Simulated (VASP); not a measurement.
# Ru in VASP: further runs

Ru is run at these levels: PBEsol+U; tasks: single point, relaxation of cell and atoms.

All numbers are computed with VASP 6.6.1; they aren't measurements. Logs are shortened: lines on timing, memory, paths and dates and some standing lists are left out, and cuts for length are marked.

## Step 1: The cell of the first run

Symmetry: P6_3/mmc, No. 194, hexagonal system. Conventional cell: a = 2.679 Å, b = 2.679 Å, c = 4.229 Å, α = 90.00°, β = 90.00°, γ = 120.00°. Ru (site symmetry -6m2) has 12 Ru at 2.62 to 2.68 Å within 3.5 Å.

## Step 2: Single point, PBEsol+U

Input file INCAR:

```
ALGO     = Normal         # electronic algorithm
EDIFF    = 1E-6           # SCF threshold, eV
ENCUT    = 600            # plane-wave cutoff, eV
GGA      = PS             # functional
GGA_COMPAT= F            
ISIF     = 2              # what is computed and relaxed
ISMEAR   = -1             # smearing method
LASPH    = T              # aspherical terms in the spheres
LCHARG   = F              # write CHGCAR
LDAU     = T              # DFT+U
LDAUJ    = 0            
LDAUL    = 2              # shell
LDAUPRINT= 1            
LDAUTYPE = 2            
LDAUU    = 6              # U, eV
LMAXMIX  = 4              # l up to which the mixer works
LREAL    = F              # projectors in reciprocal space
LWAVE    = F              # write WAVECAR
NBANDS   = 23             # bands
NELM     = 200            # most SCF steps
PREC     = Accurate       # precision mode
SIGMA    = 0.05           # smearing width, eV
```

Input file KPOINTS:

```
k-points
0
Gamma
  9 9 5
```

Input file POSCAR:

```
Ru
1.0
    2.6794714315      0.0000010283      0.0000005665
   -1.3397348252      2.3204891443     -0.0000003430
    0.0000008965     -0.0000001092      4.2291582365
Ru
2
Direct
    0.3412217911      0.6838071891      0.2555673454
    0.6745557489      0.3504738509      0.7555686546
```

Potentials or basis: VASP PAW PBE potentials, release 64 (Ru_sv).

Launch:

```
cat potpaw_PBE.64/Ru_sv/POTCAR > POTCAR
mpirun -np 1 vasp_std > vasp.out
```

OUTCAR:

```text
EDIFF = 1E-6
   ENCUT = 600
   GGA = PS
   ISIF = 2
   ISMEAR = -1
   LASPH = T
   LREAL = F
   NELM = 200
   PREC = Accurate

 ion  position               nearest neighbor table
   1  0.341  0.684  0.256-   2 2.62   2 2.62   2 2.62   2 2.62   2 2.62   2 2.62
   2  0.675  0.350  0.756-   1 2.62   1 2.62   1 2.62   1 2.62   1 2.62   1 2.62

  LATTYP: Found a hexagonal cell.
 ALAT       =     2.6794714315
 C/A-ratio  =     1.5783554125

  Lattice vectors:

 A1 = (   2.6794714315,   0.0000010283,   0.0000005665)
 A2 = (  -1.3397348252,   2.3204891443,  -0.0000003430)
 A3 = (   0.0000008965,  -0.0000001092,   4.2291582365)

Analysis of symmetry for initial positions (statically):
=====================================================================
 Subroutine PRICEL returns:
 Original cell was already a primitive cell.

 Routine SETGRP: Setting up the symmetry group for a
 hexagonal supercell.

 Subroutine GETGRP returns: Found 24 space group operations
 (whereof  1 operations were pure point group operations)
 out of a pool of 24 trial point group operations.

The static configuration has the point symmetry C_1 .
 The point group associated with its full space group is D_6h.

Analysis of symmetry for dynamics (positions and initial velocities):
=====================================================================
 Subroutine PRICEL returns:
 Original cell was already a primitive cell.

 Routine SETGRP: Setting up the symmetry group for a
 hexagonal supercell.

 Subroutine GETGRP returns: Found 24 space group operations
 (whereof  1 operations were pure point group operations)
 out of a pool of 24 trial point group operations.

The dynamic configuration has the point symmetry C_1 .
 The point group associated with its full space group is D_6h.

 Subroutine INISYM returns: Found 24 space group operations
 (whereof  1 operations are pure point group operations),
 and found     1 'primitive' translations

----------------------------------------------------------------------------------------

                                     Primitive cell

  volume of cell :      26.2956

  direct lattice vectors                    reciprocal lattice vectors
     2.679471432  0.000001028  0.000000566     0.373207852  0.215471621 -0.000000074
    -1.339734825  2.320489144 -0.000000343    -0.000000165  0.430943528  0.000000011
     0.000000897 -0.000000109  4.229158237    -0.000000050  0.000000006  0.236453673

  length of vectors
     2.679471432  2.679469961  4.229158237     0.430943291  0.430943528  0.236453673

  position of ions in fractional coordinates (direct lattice)
     0.341221791  0.683807189  0.255567345
     0.674555749  0.350473851  0.755568655

  ion indices of the primitive-cell ions
   primitive index   ion index
                 1           1
                 2           2

----------------------------------------------------------------------------------------

 KPOINTS: k-points

Automatic generation of k-mesh.
 Grid dimensions read from file:
 generate k-points for:    9    9    5

 Generating k-lattice:

  Cartesian coordinates                     Fractional coordinates (reciprocal lattice)
     0.041467539  0.023941291 -0.000000008     0.111111111 -0.000000000 -0.000000000
[... 85 lines left out ...]
   angular momentum for each species LDAUL =     2
   U (eV)           for each species LDAUU =   6.0
   J (eV)           for each species LDAUJ =   0.0
   GGA     = PS    functional components
   LHFCALC =     F    Hartree Fock is set to
   AEXX    =    0.0000 exact exchange contribution
   IVDW    =     0    specifies the selected vdW correction
   LEPSILON=     F    determine dielectric tensor
   LRPA    =     F    only Hartree local field effects (RPA)
 non-spin polarized calculation
  energy-cutoff  :      600.00
  volume of cell :       26.30
 maximum number of plane-waves:       911
 NGX is ok and might be reduce to    24
   NGX = 11   NGY = 11   NGZ = 17

atom =   1  type =  1  l = 2

 onsite density matrix

spin component  1

  0.5365  0.0000 -0.0000 -0.0000  0.0000
  0.0000  0.5520 -0.0000  0.0000  0.0000
 -0.0000 -0.0000  0.5218  0.0000 -0.0000
 -0.0000  0.0000  0.0000  0.5520  0.0000
  0.0000  0.0000 -0.0000  0.0000  0.5365

spin component  2

  0.5365  0.0000 -0.0000 -0.0000  0.0000
  0.0000  0.5520 -0.0000  0.0000  0.0000
 -0.0000 -0.0000  0.5218  0.0000 -0.0000
 -0.0000  0.0000  0.0000  0.5520  0.0000
  0.0000  0.0000 -0.0000  0.0000  0.5365

 occupancies and eigenvectors

  o =  0.5218  v = -0.0000 -0.0000 -1.0000  0.0000 -0.0000  0.0000  0.0000  0.0000  0.0000  0.0000      0.0000  0.0000  0.0000  0.0000  0.0000  0.0000  0.0000  0.0000  0.0000  0.0000
  o =  0.5218  v =  0.0000  0.0000  0.0000  0.0000  0.0000 -0.0000 -0.0000 -1.0000  0.0000 -0.0000      0.0000  0.0000  0.0000  0.0000  0.0000  0.0000  0.0000  0.0000  0.0000  0.0000
  o =  0.5365  v =  0.0000  0.0000  0.0000  0.0000  0.0000 -0.3521  0.0000 -0.0000 -0.0000  0.9360      0.0000  0.0000  0.0000  0.0000  0.0000  0.0000  0.0000  0.0000  0.0000  0.0000
  o =  0.5365  v = -0.3521  0.0000 -0.0000 -0.0000  0.9360  0.0000  0.0000  0.0000  0.0000  0.0000      0.0000  0.0000  0.0000  0.0000  0.0000  0.0000  0.0000  0.0000  0.0000  0.0000
  o =  0.5365  v =  0.0000  0.0000  0.0000  0.0000  0.0000  0.9360 -0.0000 -0.0000 -0.0000  0.3521      0.0000  0.0000  0.0000  0.0000  0.0000  0.0000  0.0000  0.0000  0.0000  0.0000
  o =  0.5365  v =  0.9360 -0.0000 -0.0000 -0.0000  0.3521  0.0000  0.0000  0.0000  0.0000  0.0000      0.0000  0.0000  0.0000  0.0000  0.0000  0.0000  0.0000  0.0000  0.0000  0.0000
  o =  0.5520  v = -0.0000 -0.8222  0.0000  0.5692  0.0000  0.0000  0.0000  0.0000  0.0000  0.0000      0.0000  0.0000  0.0000  0.0000  0.0000  0.0000  0.0000  0.0000  0.0000  0.0000
  o =  0.5520  v =  0.0000  0.0000  0.0000  0.0000  0.0000 -0.0000 -0.8222  0.0000  0.5692  0.0000      0.0000  0.0000  0.0000  0.0000  0.0000  0.0000  0.0000  0.0000  0.0000  0.0000
  o =  0.5520  v =  0.0000  0.0000  0.0000  0.0000  0.0000  0.0000  0.5692  0.0000  0.8222  0.0000      0.0000  0.0000  0.0000  0.0000  0.0000  0.0000  0.0000  0.0000  0.0000  0.0000
  o =  0.5520  v =  0.0000  0.5692  0.0000  0.8222  0.0000  0.0000  0.0000  0.0000  0.0000  0.0000      0.0000  0.0000  0.0000  0.0000  0.0000  0.0000  0.0000  0.0000  0.0000  0.0000

atom =   2  type =  1  l = 2

 onsite density matrix

spin component  1

  0.5365  0.0000 -0.0000 -0.0000  0.0000
  0.0000  0.5520 -0.0000  0.0000  0.0000
 -0.0000 -0.0000  0.5218  0.0000 -0.0000
 -0.0000  0.0000  0.0000  0.5520  0.0000
  0.0000  0.0000 -0.0000  0.0000  0.5365

spin component  2

  0.5365  0.0000 -0.0000 -0.0000  0.0000
  0.0000  0.5520 -0.0000  0.0000  0.0000
 -0.0000 -0.0000  0.5218  0.0000 -0.0000
 -0.0000  0.0000  0.0000  0.5520  0.0000
  0.0000  0.0000 -0.0000  0.0000  0.5365

 occupancies and eigenvectors

  o =  0.5218  v = -0.0000 -0.0000 -1.0000  0.0000 -0.0000  0.0000  0.0000  0.0000  0.0000  0.0000      0.0000  0.0000  0.0000  0.0000  0.0000  0.0000  0.0000  0.0000  0.0000  0.0000
  o =  0.5218  v =  0.0000  0.0000  0.0000  0.0000  0.0000 -0.0000 -0.0000 -1.0000  0.0000 -0.0000      0.0000  0.0000  0.0000  0.0000  0.0000  0.0000  0.0000  0.0000  0.0000  0.0000
  o =  0.5365  v =  0.0000  0.0000  0.0000  0.0000  0.0000 -0.3521  0.0000 -0.0000 -0.0000  0.9360      0.0000  0.0000  0.0000  0.0000  0.0000  0.0000  0.0000  0.0000  0.0000  0.0000
  o =  0.5365  v = -0.3521  0.0000 -0.0000 -0.0000  0.9360  0.0000  0.0000  0.0000  0.0000  0.0000      0.0000  0.0000  0.0000  0.0000  0.0000  0.0000  0.0000  0.0000  0.0000  0.0000
  o =  0.5365  v =  0.0000  0.0000  0.0000  0.0000  0.0000  0.9360 -0.0000 -0.0000 -0.0000  0.3521      0.0000  0.0000  0.0000  0.0000  0.0000  0.0000  0.0000  0.0000  0.0000  0.0000
  o =  0.5365  v =  0.9360 -0.0000 -0.0000 -0.0000  0.3521  0.0000  0.0000  0.0000  0.0000  0.0000      0.0000  0.0000  0.0000  0.0000  0.0000  0.0000  0.0000  0.0000  0.0000  0.0000
  o =  0.5520  v = -0.0000 -0.8222  0.0000  0.5692  0.0000  0.0000  0.0000  0.0000  0.0000  0.0000      0.0000  0.0000  0.0000  0.0000  0.0000  0.0000  0.0000  0.0000  0.0000  0.0000
  o =  0.5520  v =  0.0000  0.0000  0.0000  0.0000  0.0000 -0.0000 -0.8222  0.0000  0.5692  0.0000      0.0000  0.0000  0.0000  0.0000  0.0000  0.0000  0.0000  0.0000  0.0000  0.0000
  o =  0.5520  v =  0.0000  0.0000  0.0000  0.0000  0.0000  0.0000  0.5692  0.0000  0.8222  0.0000      0.0000  0.0000  0.0000  0.0000  0.0000  0.0000  0.0000  0.0000  0.0000  0.0000
  o =  0.5520  v =  0.0000  0.5692  0.0000  0.8222  0.0000  0.0000  0.0000  0.0000  0.0000  0.0000      0.0000  0.0000  0.0000  0.0000  0.0000  0.0000  0.0000  0.0000  0.0000  0.0000

 number of electron      32.0000001 magnetization

 Free energy of the ion-electron system (eV)
  ---------------------------------------------------
  ext. energy  EPLUGINS =         0.00000000
  ---------------------------------------------------
  free energy    TOTEN  =        -5.55386237 eV

  energy without entropy =       -5.54211104  energy(sigma->0) =       -5.54798671

 E-fermi :  15.6517     XC(G=0): -14.6034

 val. band max:       15.6472499782   @ k =   0.4444  -0.0000   0.2000
 cond. band min:      15.6741488347   @ k =  -0.0000   0.0000   0.2000
 fundamental gap:      0.0268988565
 Fermi energy:        15.6517105229

 k-point     1 :       0.0000    0.0000    0.0000
  band No.  band energies     occupation
      1     -57.3722      2.00000
      2     -57.1343      2.00000
      3     -27.9426      2.00000
      4     -26.9083      2.00000
      5     -26.9083      2.00000
      6     -26.7162      2.00000
[... 613 lines left out ...]
     22      28.9391      0.00000
     23      29.3970      0.00000

 [... further k-points ...]

------------------------ aborting loop because EDIFF is reached ----------------------------------------

  FORCE on cell =-STRESS in cart. coord.  units (eV):
  Direction    XX          YY          ZZ          XY          YZ          ZX
  --------------------------------------------------------------------------------------
  -------------------------------------------------------------------------------------
  Total        0.2619025      0.2619024      0.3816325      0.0000002     -0.0000000      0.0000001
  in kB       15.9575984     15.9575892     23.2526935      0.0000122     -0.0000010      0.0000083
  external PRESSURE =      18.3892937 kB  Pullay stress =       0.0000000 kB

 VOLUME and BASIS-vectors are now :
 -----------------------------------------------------------------------------
  energy-cutoff  :      600.00
  volume of cell :       26.30
      direct lattice vectors                 reciprocal lattice vectors
     2.679471432  0.000001028  0.000000566     0.373207852  0.215471621 -0.000000074
    -1.339734825  2.320489144 -0.000000343    -0.000000165  0.430943528  0.000000011
     0.000000897 -0.000000109  4.229158237    -0.000000050  0.000000006  0.236453673

 POSITION                                       TOTAL-FORCE (eV/Angst)
 -----------------------------------------------------------------------------------
     -0.00183      1.58677      1.08083         0.000000      0.000000      0.000000
      1.33791      0.81327      3.19542        -0.000000     -0.000000     -0.000000
 -----------------------------------------------------------------------------------
    total drift:                                0.000157     -0.006656     -0.005073

  FREE ENERGIE OF THE ION-ELECTRON SYSTEM (eV)
  ---------------------------------------------------
  free  energy   TOTEN  =        -5.5538623718 eV

  energy  without entropy=       -5.5421110421  energy(sigma->0) =       -5.54798671
```

It took 22 s on 1 thread of AMD EPYC 9R14 (Zen 4), shared host; peak memory 0.13 GiB.

Results:

* Free energy: -5.5539 eV
* Pressure: 1.8 GPa
* Band gap on the k mesh: zero (band 16 reaches 17.11 eV, above the bottom of band 17 at 13.89 eV)

Eigenvalues of the final occupation matrices:
```
    site  spin  trace               eigenvalues
site 1 d     1   2.70  0.52 0.54 0.54 0.55 0.55
site 1 d     2   2.70  0.52 0.54 0.54 0.55 0.55
site 2 d     1   2.70  0.52 0.54 0.54 0.55 0.55
site 2 d     2   2.70  0.52 0.54 0.54 0.55 0.55
```

Caveat: the PAW data sets were made with another functional, which shifts forces and pressure a little; U without spin polarisation on a metal has little footing; the U is typed as a test and isn't derived for this compound.

## Step 3: Relaxation of cell and atoms, PBEsol+U

This run uses another cell than the first one, of 13.57 Å³/atom, 1.032 times its volume.

Input file INCAR:

```
  PREC = Accurate
  ENCUT = 600
  EDIFF = 1E-6
  ISMEAR = -1
  SIGMA = 0.05
  LREAL = F
  LASPH = T
  NELM = 150
  ALGO = Normal
  ISIF = 3
  LWAVE = F
  LCHARG = F
  LMAXMIX = 4
  LDAU = T
  LDAUTYPE = 2
  LDAUL = 2
  LDAUU = 6
  LDAUJ = 0
  LDAUPRINT = 1
  GGA = PS
  IBRION = 2
  NSW = 100
  EDIFFG = -0.1
  LUSENCCL = F
```

Input file KPOINTS:

```
regular mesh
0
Gamma
  9 9 5
```

Input file POSCAR:

```
Ru
1.0
    2.7058000000      0.0000000000      0.0000000000
   -1.3529000000      2.3432915376      0.0000000000
    0.0000000000      0.0000000000      4.2819000000
Ru
2
Direct
    0.3272430433      0.6845396667      0.2590884200
    0.6885344967      0.3497413733      0.7520475800
```

Potentials or basis: VASP PAW PBE potentials, release 64 (Ru_pv).

Launch:

```
cat potpaw_PBE.64/Ru_pv/POTCAR > POTCAR
mpirun -np 1 vasp_std > vasp.out
```

Run time: 26 min. Hardware: 1 × NVIDIA H100 80GB with 1 thread of AMD EPYC 7R13 (Zen 3), shared host; peak memory 1.4 GiB.

It converged, with:

| Item | Value |
| --- | --- |
| Free energy | -6.0882 eV |
| Relaxed volume | 12.95 Å³/atom |
| Relaxed cell | a = 2.668 Å, b = 2.666 Å, c = 4.203 Å, α = 90.00°, β = 89.99°, γ = 119.95° |
| Space group after relaxing (to 0.05 Å) | P6_3/mmc (No. 194) |
| Energy gained by relaxing | 44.8 meV/atom |
| Ionic steps | 7 |
| Pressure after relaxing | -1.0 GPa |
| Largest force after relaxing | 0.084 eV/Å |
| Band gap on the k mesh | zero (band 14 reaches 14.67 eV, above the bottom of band 15 at 11.35 eV) |

Forces on the atoms (eV/Å):
```
Ru   0.052  0.013  0.064
Ru  -0.052 -0.013 -0.064
```

Stress tensor (GPa, compression positive):
```
-1.13 -0.02 -0.04
-0.02 -1.12 -0.02
-0.04 -0.02 -0.74
```

The path:
```csv
step,energy change (eV),largest force (eV/Å),pressure (GPa),volume (Å³)
1,0.0000,0.5607,-14.98,27.15
2,0.5398,0.2217,67.21,22.46
3,-0.0717,0.5526,0.02,25.85
4,-0.0719,0.5502,0.93,25.78
5,-0.0863,0.1146,0.37,25.80
6,-0.0863,0.1090,0.36,25.81
7,-0.0896,0.0837,-1.00,25.90
```

Final structure:
```
CELL_PARAMETERS angstrom
2.66808 0.00173 0.00030
-1.33254 2.30900 -0.00002
0.00047 0.00023 4.20294
ATOMIC_POSITIONS crystal
Ru 0.33950 0.68336 0.25496
Ru 0.67628 0.35092 0.75618
```

Levels at points of the mesh, in eV from the Fermi level:
```tsv
k point	band 11	band 12	band 13	band 14	band 15	band 16	band 17	band 18
(0.00, 0.00, 0.00)	-2.65	-2.23	-2.21	-1.81	-1.74	1.03	1.08	1.73
```

Eigenvalues of the final occupation matrices:
```
    site  spin  trace               eigenvalues
site 1 d     1   3.08  0.60 0.61 0.61 0.63 0.63
site 1 d     2   3.08  0.60 0.61 0.61 0.63 0.63
site 2 d     1   3.08  0.60 0.61 0.61 0.63 0.63
site 2 d     2   3.08  0.60 0.61 0.61 0.63 0.63
```

Caveat: the PAW data sets were made with another functional, which shifts forces and pressure a little; U without spin polarisation on a metal has little footing; the U is typed as a test and isn't derived for this compound; the relaxation stopped at a loose force limit of 0.1 eV/Å, so its end isn't a converged minimum.
